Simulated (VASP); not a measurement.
# MoS2 (Cmcm) in VASP: notebook, part 3 of 3

VASP 6.6.1.

## (4) Single point, PBEsol (strain +0.0525 x Voigt [1, -1, 0, 0, 0, 0])

INCAR

```
SYSTEM = MoS2
ALGO = Normal ; EDIFF = 1E-6
ENCUT = 520 ; GGA = PS
ISIF = 2 ; ISMEAR = 0
LASPH = .TRUE. ; LCHARG = .FALSE.
LREAL = .FALSE. ; LWAVE = .FALSE.
NBANDS = 35 ; NELM = 60
PREC = Accurate ; SIGMA = 0.05
```

KPOINTS

```
k-points
0
G
  12 12 2
  0 0 0
```

POSCAR

```
MoS2
1.0
    3.3063573982      0.0000000000      0.0000000000
   -1.6531786991      2.5777306908      0.0000000000
    0.0000000000      0.0000000000     12.5788196111
Mo S
2 4
Direct
    0.3333333333      0.6666666667      0.2500000000
    0.6666666667      0.3333333333      0.7500000000
    0.3333333333      0.6666666667      0.6260538431
    0.6666666667      0.3333333333      0.1260538431
    0.3333333333      0.6666666667      0.8739461569
    0.6666666667      0.3333333333      0.3739461569
```

Potentials or basis: VASP PAW PBE potentials, release 64 (Mo_sv, S).

Started as:

```sh
> cat potpaw_PBE.64/Mo_sv/POTCAR potpaw_PBE.64/S/POTCAR > POTCAR
> mpirun -np 1 vasp_std > vasp.out
```

OUTCAR:

```text
SYSTEM = MoS2
   EDIFF = 1E-6
   ENCUT = 520
   GGA = PS
   ISIF = 2
   ISMEAR = 0
   LASPH = .TRUE.
   LREAL = .FALSE.
   NELM = 60
   PREC = Accurate

 ion  position               nearest neighbor table
   1  0.333  0.667  0.250-   4 2.32   6 2.32   4 2.43   6 2.43   4 2.43   6 2.43
   2  0.667  0.333  0.750-   3 2.32   5 2.32   3 2.43   5 2.43   3 2.43   5 2.43
   3  0.333  0.667  0.626-   2 2.32   2 2.43   2 2.43
   4  0.667  0.333  0.126-   1 2.32   1 2.43   1 2.43
   5  0.333  0.667  0.874-   2 2.32   2 2.43   2 2.43
   6  0.667  0.333  0.374-   1 2.32   1 2.43   1 2.43

  Warning from LATTYP: Monoclinic adjustment (A1->A3, A2->A1, A3->A2)!
  LATTYP: Found a base centered orthorhombic cell.
 ALAT       =     3.3063573982
 B/A-ratio  =     1.5592571403
 C/A-ratio  =     3.8044343355

  Lattice vectors:

 A1 = (   1.6531786991,  -2.5777306908,   0.0000000000)
 A2 = (   1.6531786991,   2.5777306908,   0.0000000000)
 A3 = (   0.0000000000,   0.0000000000,  12.5788196111)

Analysis of symmetry for initial positions (statically):
=====================================================================
 Subroutine PRICEL returns:
 Original cell was already a primitive cell.

 Routine SETGRP: Setting up the symmetry group for a
 base centered orthorhombic supercell.

 Subroutine GETGRP returns: Found  8 space group operations
 (whereof  4 operations were pure point group operations)
 out of a pool of  8 trial point group operations.

The static configuration has the point symmetry C_2h.
 The point group associated with its full space group is D_2h.

Analysis of symmetry for dynamics (positions and initial velocities):
=====================================================================
 Subroutine PRICEL returns:
 Original cell was already a primitive cell.

 Routine SETGRP: Setting up the symmetry group for a
 base centered orthorhombic supercell.

 Subroutine GETGRP returns: Found  8 space group operations
 (whereof  4 operations were pure point group operations)
 out of a pool of  8 trial point group operations.

The dynamic configuration has the point symmetry C_2h.
 The point group associated with its full space group is D_2h.

 Subroutine INISYM returns: Found  8 space group operations
 (whereof  4 operations are pure point group operations),
 and found     1 'primitive' translations

----------------------------------------------------------------------------------------

                                     Primitive cell

  volume of cell :     107.2080

  direct lattice vectors                    reciprocal lattice vectors
     3.306357398  0.000000000  0.000000000     0.302447642  0.193969060  0.000000000
    -1.653178699  2.577730691  0.000000000     0.000000000  0.387938121  0.000000000
     0.000000000  0.000000000 12.578819611     0.000000000  0.000000000  0.079498715

  length of vectors
     3.306357398  3.062302292 12.578819611     0.359302898  0.387938121  0.079498715

  position of ions in fractional coordinates (direct lattice)
[... 39 lines left out ...]

 Found     86 irreducible k-points:

 Following reciprocal coordinates:
            Coordinates               Weight
  0.000000  0.000000  0.000000      1.000000
  0.083333  0.000000  0.000000      4.000000
  0.166667  0.000000  0.000000      4.000000
  0.250000  0.000000  0.000000      4.000000
  0.333333  0.000000  0.000000      4.000000
  0.416667  0.000000  0.000000      4.000000
[... 16 lines left out ...]
  0.333333  0.166667  0.000000      4.000000
  0.416667  0.166667  0.000000      4.000000
 [... further k-points ...]
   k-points           NKPTS =     86   k-points in BZ     NKDIM =     86   number of bands    NBANDS=     35
   number of dos      NEDOS =    301   number of ions     NIONS =      6
   total plane-waves  NPLWV =  64512
   dimension x,y,z NGX =    28 NGY =   24 NGZ =   96
   dimension x,y,z NGXF=    56 NGYF=   48 NGZF=  192
   ions per type =               2   4
   NGX,Y,Z   is equivalent  to a cutoff of  14.08, 13.03, 12.69 a.u.
   NGXF,Y,Z  is equivalent  to a cutoff of  28.16, 26.06, 25.38 a.u.
 SYSTEM =  MoS2
   PREC   = accura    normal or accurate (medium, high low for compatibility)
   ISTART =      0    job   : 0-new  1-cont  2-samecut
   ICHARG =      2    charge: 1-file 2-atom 10-const
   ISPIN  =      1    spin polarized calculation?
   LNONCOLLINEAR =      F non collinear calculations
   LSORBIT =      F    spin-orbit coupling
   LASPH  =      T    aspherical Exc in radial PAW
   ENCUT  =  520.0 eV  38.22 Ry    6.18 a.u.   6.15  5.69 23.39*2*pi/ulx,y,z
   NELM   =     60;   NELMIN=  2; NELMDL= -5     # of ELM steps
   EDIFF  = 0.1E-05   stopping-criterion for ELM
   LREAL  =      F    real-space projection
   EDIFFG = 0.1E-04   stopping-criterion for IOM
   NSW    =      0    number of steps for IOM
   IBRION =     -1    ionic relax: 0-MD 1-quasi-New 2-CG
   NFREE  =      0    steps in history (QN), initial steepest desc. (CG)
   ISIF   =      2    stress and relaxation
   ISYM   =      2    0-nonsym 1-usesym 2-fastsym
   POTIM  = 0.5000    time-step for ionic-motion
   TEBEG  =    0.0;   TEEND  =   0.0 temperature during run
   PSTRESS=    0.0 pullay stress
   NELECT =      52.0000    total number of electrons
   NUPDOWN=      -1.0000    fix difference up-down
   EMIN   =  10.00;   EMAX   =-10.00  energy-range for DOS
   EFERMI =   0.00;   METHOD = LEGACY
   ISMEAR =     0;   SIGMA  =   0.05  broadening in eV -4-tet -1-fermi 0-gaus
   EFERMI_NEDOS =   21; number of points for ismear=-14 and -15
   IALGO  =     38    algorithm
   IMIX   =      4    mixing-type and parameters
     AMIX     =   0.40;   BMIX     =  1.00
     AMIX_MAG =   1.60;   BMIX_MAG =  1.00
  volume/ion in A,a.u.               =      17.87       120.58
  Fermi-wavevector in a.u.,A,eV,Ry     =   1.286274  2.430706 22.510855  1.654501
  Thomas-Fermi vector in A             =   2.418358
   LORBIT       =      0    0 simple, 1 ext, 2 COOP (PROOUT), +10 PAW based schemes
   GGA     = PS    functional components
   LHFCALC =     F    Hartree Fock is set to
   AEXX    =    0.0000 exact exchange contribution
   IVDW    =     0    specifies the selected vdW correction
   LEPSILON=     F    determine dielectric tensor
   LRPA    =     F    only Hartree local field effects (RPA)
 non-spin polarized calculation
 Gauss-broadening in eV      SIGMA  =   0.05
  energy-cutoff  :      520.00
  volume of cell :      107.21
 maximum number of plane-waves:      2913
 NGX is ok and might be reduce to    28
   NGX = 13   NGY = 11   NGZ = 47

 number of electron      52.0000001 magnetization

 Free energy of the ion-electron system (eV)
  ---------------------------------------------------
  ext. energy  EPLUGINS =         0.00000000
  ---------------------------------------------------
  free energy    TOTEN  =       -46.57694402 eV

  energy without entropy =      -46.57694402  energy(sigma->0) =      -46.57694402

 E-fermi :   7.5790     XC(G=0): -10.9339

 val. band max:        7.2436968043   @ k =   0.0000   0.0000   0.0000
 cond. band min:       8.2879149144   @ k =  -0.3333   0.1667   0.0000
 fundamental gap:      1.0442181101
 Fermi energy:         7.5790104227

 k-point     1 :       0.0000    0.0000    0.0000
  band No.  band energies     occupation
      1     -53.9501      2.00000
      2     -53.9501      2.00000
      3     -28.1824      2.00000
      4     -28.1823      2.00000
      5     -27.9508      2.00000
      6     -27.9508      2.00000
[... 901 lines left out ...]
     34      11.8268      0.00000
     35      13.1015      0.00000

 [... further k-points ...]

------------------------ aborting loop because EDIFF is reached ----------------------------------------

  FORCE on cell =-STRESS in cart. coord.  units (eV):
  Direction    XX          YY          ZZ          XY          YZ          ZX
  --------------------------------------------------------------------------------------
  -------------------------------------------------------------------------------------
  Total       -4.8230267      7.2497444      0.0833496      0.0000000      0.0000000      0.0000000
  in kB      -72.0780482    108.3442952      1.2456231      0.0000000      0.0000000      0.0000000
  external PRESSURE =      12.5039567 kB  Pullay stress =       0.0000000 kB

 VOLUME and BASIS-vectors are now :
 -----------------------------------------------------------------------------
  energy-cutoff  :      520.00
  volume of cell :      107.21
      direct lattice vectors                 reciprocal lattice vectors
     3.306357398  0.000000000  0.000000000     0.302447642  0.193969060  0.000000000
    -1.653178699  2.577730691  0.000000000     0.000000000  0.387938121  0.000000000
     0.000000000  0.000000000 12.578819611     0.000000000  0.000000000  0.079498715

 POSITION                                       TOTAL-FORCE (eV/Angst)
 -----------------------------------------------------------------------------------
     -0.00000      1.71849      3.14470         0.000000     -0.893236      0.000000
      1.65318      0.85924      9.43411        -0.000000      0.893236     -0.000000
     -0.00000      1.71849      7.87502         0.000000     -0.451358     -0.019799
      1.65318      0.85924      1.58561        -0.000000      0.451358     -0.019799
     -0.00000      1.71849     10.99321         0.000000     -0.451358      0.019799
      1.65318      0.85924      4.70380        -0.000000      0.451358      0.019799
 -----------------------------------------------------------------------------------
    total drift:                                0.000000     -0.000000      0.000000

  FREE ENERGIE OF THE ION-ELECTRON SYSTEM (eV)
  ---------------------------------------------------
  free  energy   TOTEN  =       -46.5769440183 eV

  energy  without entropy=      -46.5769440183  energy(sigma->0) =      -46.57694402
```

OSZICAR:

```text
N       E                     dE             d eps       ncg     rms          rms(c)
DAV:   1     0.441134711191E+03    0.44113E+03   -0.29302E+04  6612   0.141E+03
DAV:   2    -0.261946579805E+02   -0.46733E+03   -0.45182E+03  7235   0.367E+02
DAV:   3    -0.489474114544E+02   -0.22753E+02   -0.22302E+02  7382   0.736E+01
DAV:   4    -0.494121026418E+02   -0.46469E+00   -0.46346E+00  7189   0.106E+01
DAV:   5    -0.494208033382E+02   -0.87007E-02   -0.86993E-02  7144   0.146E+00    0.371E+01
DAV:   6    -0.472936040430E+02    0.21272E+01   -0.11304E+01  6565   0.214E+01    0.125E+01
DAV:   7    -0.469803572982E+02    0.31325E+00   -0.57029E+00  6463   0.140E+01    0.859E+00
DAV:   8    -0.465769780651E+02    0.40338E+00   -0.97343E-01  6532   0.644E+00    0.303E+00
DAV:   9    -0.465856261654E+02   -0.86481E-02   -0.11158E-01  7018   0.164E+00    0.137E+00
DAV:  10    -0.465770899565E+02    0.85362E-02   -0.37833E-02  6558   0.127E+00    0.376E-01
DAV:  11    -0.465770753043E+02    0.14652E-04   -0.19631E-03  6520   0.250E-01    0.165E-01
DAV:  12    -0.465769469668E+02    0.12834E-03   -0.29273E-04  6802   0.932E-02    0.101E-01
DAV:  13    -0.465769421586E+02    0.48082E-05   -0.15661E-04  6811   0.600E-02    0.942E-03
DAV:  14    -0.465769432931E+02   -0.11344E-05   -0.11145E-05  5826   0.179E-02    0.198E-02
DAV:  15    -0.465769440183E+02   -0.72526E-06   -0.19772E-06  5378   0.720E-03
   1 F= -.46576944E+02 E0= -.46576944E+02  d E =-.287742E-23
```

stdout:

```text
POSCAR found type information on POSCAR MoS
 POSCAR found :  2 types and       6 ions
 scaLAPACK will be used
 -----------------------------------------------------------------------------
|                                                                             |
|                                                                             |
|     You enforced a specific xc type in the INCAR file but a different       |
|     I HOPE YOU KNOW WHAT YOU ARE DOING!                                     |
|                                                                             |
 -----------------------------------------------------------------------------

 LDA part: xc-table for (Slater+PW92), standard interpolation
 POSCAR, INCAR and KPOINTS ok, starting setup
 FFT: planning ... GRIDC
 FFT: planning ... GRID_SOFT
 FFT: planning ... GRID
 WAVECAR not read
 entering main loop
```

It took 2.8 min on 1 thread of Intel Xeon 6975P-C (Granite Rapids), shared host; peak memory 0.4 GiB.

Results:

```yaml
Free_energy: -46.5769 eV
Pressure: 1.3 GPa
Largest_force: 0.893 eV/Å
Band_gap_on_the_k_mesh: 1.04 eV (least direct gap 1.72 eV)
```

Forces on the atoms (eV/Å):
```
Mo   0.000 -0.893  0.000
Mo   0.000  0.893  0.000
S    0.000 -0.451 -0.020
S    0.000  0.451 -0.020
S    0.000 -0.451  0.020
S    0.000  0.451  0.020
```

Levels at points of the mesh, in eV from the valence-band top:
| k point | band 22 | band 23 | band 24 | band 25 | band 26 | band 27 | band 28 | band 29 | band 30 | band 31 |
| --- | --- | --- | --- | --- | --- | --- | --- | --- | --- | --- |
| (0.00, 0.00, 0.00) | -1.95 | -1.80 | -1.17 | -1.10 | 0.00 | 1.92 | 1.93 | 2.21 | 2.34 | 2.81 |
| (0.50, 0.00, 0.00) | -2.39 | -1.41 | -1.37 | -1.11 | -1.02 | 1.65 | 1.69 | 2.47 | 2.65 | 3.00 |
| (0.00, 0.50, 0.00) | -2.19 | -2.19 | -2.02 | -0.97 | -0.87 | 2.06 | 2.08 | 2.25 | 2.66 | 2.92 |
| (0.00, 0.00, 0.50) | -2.09 | -1.76 | -1.76 | -0.28 | -0.28 | 1.93 | 1.93 | 2.28 | 2.28 | 2.82 |
| (0.50, 0.00, 0.50) | -2.48 | -1.38 | -1.38 | -1.07 | -1.07 | 1.67 | 1.67 | 2.56 | 2.56 | 3.30 |
| (0.00, 0.50, 0.50) | -2.35 | -2.11 | -2.11 | -0.92 | -0.92 | 2.07 | 2.07 | 2.46 | 2.46 | 3.27 |

Caveat: the cell differs from its parent crystal (strain +0.0525 x Voigt [1, -1, 0, 0, 0, 0]); the PAW data sets were made with another functional, which shifts forces and pressure a little; this functional lacks dispersion, which binds the layers, so the pressure and a relaxed spacing across them are unreliable.

## (5) The runs side by side

```csv
cell,gap on the mesh (eV),pressure (GPa),largest force (eV/Å)
"a = 2.953, b = 3.240, c = 12.579 Å, angles 90.0, 90.0, 117.1°, 6 atoms",1.12,1.7,0.64
"a = 3.330, b = 3.052, c = 12.579 Å, angles 90.0, 90.0, 123.1°, 6 atoms",1.05,1.6,1.05
"a = 3.306, b = 3.062, c = 12.579 Å, angles 90.0, 90.0, 122.7°, 6 atoms",1.04,1.3,0.89
```

Alike in all rows: task single point; level PBEsol; potentials or basis VASP PAW PBE potentials, release 64 (Mo_sv, S); no spin polarisation; k mesh 12 × 12 × 2; cutoff (eV) 520; smearing gaussian 0.05 eV.

Caveats: the PAW data sets were made with another functional, which shifts forces and pressure a little; this functional lacks dispersion, which binds the layers, so the pressure and a relaxed spacing across them are unreliable.

Absolute energies hang on the potentials; compare differences alone.
